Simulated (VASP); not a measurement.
Runs of VASP 6.6.1 on Rh. The structure is that of space group Fm-3m (No. 225), or close to it. The cells are those of the table. 

| task | spin | cell | k mesh | cutoff (eV) | smearing | gap on the mesh (eV) | pressure (GPa) | moment (μB) |
| --- | --- | --- | --- | --- | --- | --- | --- | --- |
| single point | collinear, ferromagnetic start | a = 2.825 Å, angles 60.0°, 1 atom | 23 × 23 × 23 | 520 | fermi-dirac 0.05 eV | none | -20.3 | 0.00 |
| single point | non-collinear, typed start, SOC | a = 2.720 Å, angles 60.0°, 1 atom | 14 × 14 × 14 | 520 | fermi-dirac 0.05 eV | - | 0.5 | 0.00 |
| relaxation of cell and atoms | off | relaxed from a = 2.689 Å, angles 60.0°, 1 atom | 14 × 14 × 14 | 600 | fermi-dirac 0.1 eV | none | 0.0 | - |
| single point | off | a = 2.722 Å, angles 60.0°, 1 atom | 7 × 7 × 7 | 520 | fermi-dirac 0.1 eV | none | (a) | - |
| single point | off | a = 2.722 Å, angles 60.0°, 1 atom | 14 × 14 × 14 | 520 | fermi-dirac 0.1 eV | none | 0.1 | - |

Alike in all rows: level revPBE; potentials or basis VASP PAW PBE potentials, release 64 (Rh_pv).

Problem. Estimate the missing entries.

Solution. (a) -1.0.

Caveats: some runs use coarse meshes; the PAW data sets were made with another functional, which shifts forces and pressure a little.

A k mesh can miss the band edges, and rows without SOC leave out spin-orbit coupling on Rh.

A gap of «none» marks levels without a gap at the run's occupations.
